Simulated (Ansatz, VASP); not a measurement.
One calculation of GaP, two programs

INCAR

```
PREC = Accurate
ENCUT = 600
EDIFF = 1E-6
ISMEAR = -1
SIGMA = 0.05
LREAL = False
LASPH = True
NELM = 80
ALGO = Normal
ISIF = 3
LWAVE = False
LCHARG = False
GGA = RE
IVDW = 13
IBRION = 2
NSW = 80
EDIFFG = -0.02
```

Contents of KPOINTS:

```
Automatic mesh
0
Gamma
  8 8 8
```

The input POSCAR:

```
GaP
1.0
    0.0000000000      2.7252500000      2.7252500000
    2.7252500000      0.0000000000      2.7252500000
    2.7252500000      2.7252500000      0.0000000000
Ga P
1 1
Direct
    0.0000000000      0.0000000000      0.0000000000
    0.7500000000      0.7500000000      0.7500000000
```

Contents of input.yaml:

```yaml
crystal:
  lattice:
    - [0.0, 2.72525, 2.72525]
    - [2.72525, 0.0, 2.72525]
    - [2.72525, 2.72525, 0.0]
  atoms:
    - { symbol: Ga, position: [0.0, 0.0, 0.0] }
    - { symbol: P, position: [0.75, 0.75, 0.75] }
kpoints:
  mp_grid: { grid: [8, 8, 8] }
scf:
  occupations: { method: fermi_dirac, width: 0.05 }
hamiltonian:
  xc: revpbe
  dispersion: d4
  pseudopotentials: { kind: all_electron, lapw: { basis_error: 0.001 } }
output:
  forces: true
  stress: true
relax:
  f_tol: 0.02
  max_steps: 60
  cell: {}
```

Alike in both runs: task relaxation of cell and atoms; functional revPBE; dispersion D4; k mesh 8 × 8 × 8; occupations fermi-dirac, width 0.05 eV; no spin polarisation.

```csv
,VASP,Ansatz
version,VASP 6.6.1,Ansatz 0.2.0
potentials or method,"VASP PAW PBE potentials, release 64 (Ga_d, P), cutoff 600 eV","all-electron LAPW, scalar-relativistic"
```

|  | VASP | Ansatz | Ansatz less VASP |
| --- | --- | --- | --- |
| relaxed volume (Å³/atom) | 19.70 | 19.72 | +0.011 |
| relaxed cell length with the largest relative difference (Å) | 3.820 | 3.820 | +0.0007 |

VASP's potentials were made for PBE, not for revPBE. Ansatz ran all-electron here, and VASP with PAW potentials.
